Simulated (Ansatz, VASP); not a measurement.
One calculation of Cu, two programs

Contents of POSCAR:

```
Cu
1.0
    0.0000000000      1.7816860089      1.7816860089
    1.7816860089      0.0000000000      1.7816860089
    1.7816860089      1.7816860089      0.0000000000
Cu
1
Direct
    0.0000000000      0.0000000000      0.0000000000
```

Contents of INCAR.step1:

```
ALGO = Normal
EDIFF = 1E-5
ENCUT = 660
GGA = PE
GGA_COMPAT = False
ISMEAR = 0
LASPH = True
LCHARG = False
LREAL = False
LWAVE = True
NBANDS = 12
NELM = 120
PREC = Accurate
SIGMA = 0.1
```

The input INCAR.step2:

```
ALGO = Normal
EDIFF = 1E-6
ENCUT = 660
GGA_COMPAT = False
ISIF = 2
ISMEAR = 0
ISTART = 1
LASPH = True
LCHARG = False
LMIXTAU = True
LREAL = False
LWAVE = False
METAGGA = R2SCAN
NBANDS = 12
NELM = 120
PREC = Accurate
SIGMA = 0.1
```

The input KPOINTS:

```
k-points
0
Gamma
  20 20 20
```

Input for Ansatz:

```yaml
crystal:
  lattice:
    - [0.0, 1.7816860089, 1.7816860089]
    - [1.7816860089, 0.0, 1.7816860089]
    - [1.7816860089, 1.7816860089, 0.0]
  atoms:
    - { symbol: Cu, position: [0.0, 0.0, 0.0] }
basis:
  ecutwfc: 500
kpoints:
  mp_grid: { grid: [20, 20, 20] }
  band_path:
    path:
      - [0.0, 0.0, 0.0]
      - [0.5, 0.0, 0.5]
      - [0.625, 0.25, 0.625]
      - [0.375, 0.375, 0.75]
      - [0.5, 0.5, 0.5]
      - [0.5, 0.25, 0.75]
    npoints: 1
hamiltonian:
  xc: r2scan
scf:
  occupations: { method: gaussian, width: 0.1 }
  n_extra_bands: 4
output:
  forces: true
  stress: true
  eigenvalues: true
```

Alike in both runs: task single point; functional r2SCAN; k mesh 20 × 20 × 20; occupations gaussian, width 0.1 eV; no spin polarisation.

|  | VASP | Ansatz |
| --- | --- | --- |
| version | VASP 6.6.1 | Ansatz 0.2.0 |
| potentials or method | VASP PAW PBE potentials, release 64 (Cu), cutoff 660 eV | scalar-relativistic, plane waves, PAW |
| valence electrons in the cell | 11 | 19 |

VASP gave:

```
gap on the k mesh at the Fermi level (eV) : none
pressure (GPa)                            : 2.3
```

Q: Estimate Ansatz's values.

A: gap on the k mesh at the Fermi level (eV): none; pressure (GPa): 1.9.

VASP's potentials were made for PBE, not for r2SCAN. A gap of «none» marks a metal or a gap that the smearing closes. VASP's potentials hold 11 valence electrons a cell and Ansatz's 19, so a difference there can come from the potentials and not from the codes.
